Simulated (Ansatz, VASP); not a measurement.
## One calculation of GdN, two programs

```
CELL_PARAMETERS angstrom
3.32636 0.00000 0.00000
-1.66318 2.88071 0.00000
0.00000 0.00000 3.24636
ATOMIC_POSITIONS crystal
Gd 0.00000 0.00000 0.00000
N 0.66667 0.33333 0.50000
```

Alike in both runs: task single point; functional r2SCAN; k mesh 7 × 7 × 6; occupations gaussian, width 0.05 eV; collinear spin; Hubbard terms Gd f U = 3.0 eV.

|  | VASP | Ansatz |
| --- | --- | --- |
| version | VASP 6.6.1 | Ansatz 0.2.0 |
| potentials or method | VASP PAW PBE potentials, release 64 (Gd, N), cutoff 520 eV | scalar-relativistic, plane waves, PAW |
| valence electrons in the cell | 23 | 23 |

```csv
,VASP,Ansatz,Ansatz less VASP
gap on the k mesh at the Fermi level (eV),0.24,0.19,-0.058
least direct gap on the mesh (eV),0.38,0.33,-0.052
pressure (GPa),-2.8,-2.9,-0.01
"traceless stress, the component that is largest in VASP (GPa)",-20.11,-20.11,0.000
net moment per atom (μB),3.50,3.50,0.000
size of the moment on the site where the two differ most (μB),6.82,6.96,+0.143
```

VASP's potentials were made for PBE, not for r2SCAN. Site moments also hang on the region over which each program counts them. The programs project onto different local orbitals, so the same U acts differently, and such runs can settle in different states. Ansatz's warnings: stability check not made.

Neither program's run includes spin-orbit coupling.
